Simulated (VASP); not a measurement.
Runs of VASP 6.6.1 on Mg. The structure is that of space group P6_3/mmc (No. 194), or close to it. The cells are those of the table. 

```csv
task,cell,k mesh for the DOS,occupations for the DOS,gap on the mesh (eV),pressure (GPa)
single point,"a = 2.765, b = 2.765, c = 4.437 Å, angles 90.0, 90.0, 120.0°, 2 atoms",-,-,none,(a)
single point,"a = 3.145, b = 3.145, c = 5.046 Å, angles 90.0, 90.0, 120.0°, 2 atoms",-,-,none,-0.3
single point,"a = 3.013, b = 3.013, c = 4.835 Å, angles 90.0, 90.0, 120.0°, 2 atoms",-,-,none,6.2
single point,"a = 2.492, b = 2.492, c = 4.017 Å, angles 90.0, 90.0, 120.0°, 2 atoms",-,-,none,108.4
```

Alike in all rows: level LDA; potentials or basis VASP PAW LDA potentials, release 64 (Mg); no spin polarisation; k mesh 15 × 15 × 9; cutoff (eV) 520; smearing fermi-dirac 0.05 eV.

Task: Fill in the values left out.

Result: (a) 32.8.

A gap of «none» marks levels without a gap at the run's occupations.
